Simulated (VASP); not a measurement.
GaSb: single point with PBE

GaSb:

```
Ga Sb
1.0
     0.00000    2.90251    2.90251
     2.90251    0.00000    2.90251
     2.90251    2.90251    0.00000
Ga Sb
1 1
Cartesian
  0.0000 0.0000 0.0000
  2.9025 2.9025 2.9025
```

```
Program             : VASP 6.6.1
Task                : single point
Functional          : PBE
Potentials or basis : VASP PAW PBE potentials, release 64 (Ga_d, Sb)
Cutoff              : 520 eV
k mesh              : 8 × 8 × 8
Occupations         : fermi-dirac, width 0.02 eV
Spin                : no spin polarisation
```

```yaml
Pressure: 0.0 GPa
Band_gap_on_the_k_mesh: zero (band 9 reaches 7.06 eV, above the bottom of band 10 at 3.94 eV)
```

Levels at points of the mesh, in eV from the Fermi level:
```
           k point  band 7  band 8  band 9  band 10  band 11  band 12
(0.00, 0.00, 0.00)   -0.14    0.31    0.31     0.31     6.30     6.30
(0.50, 0.00, 0.00)   -7.11    0.62    0.62     2.36     2.36     2.83
(0.50, 0.50, 0.00)   -4.81   -3.80   -2.16    -2.16     3.23     8.92
```

It took 14 s on 1 thread of Intel(R) Xeon(R) Platinum 8259CL CPU @ 2.50GHz (Skylake/Cascade Lake) (shared host), peak memory 0.18 GiB.

Caveat: spin-orbit coupling is left out, which moves the levels of the heavy elements.
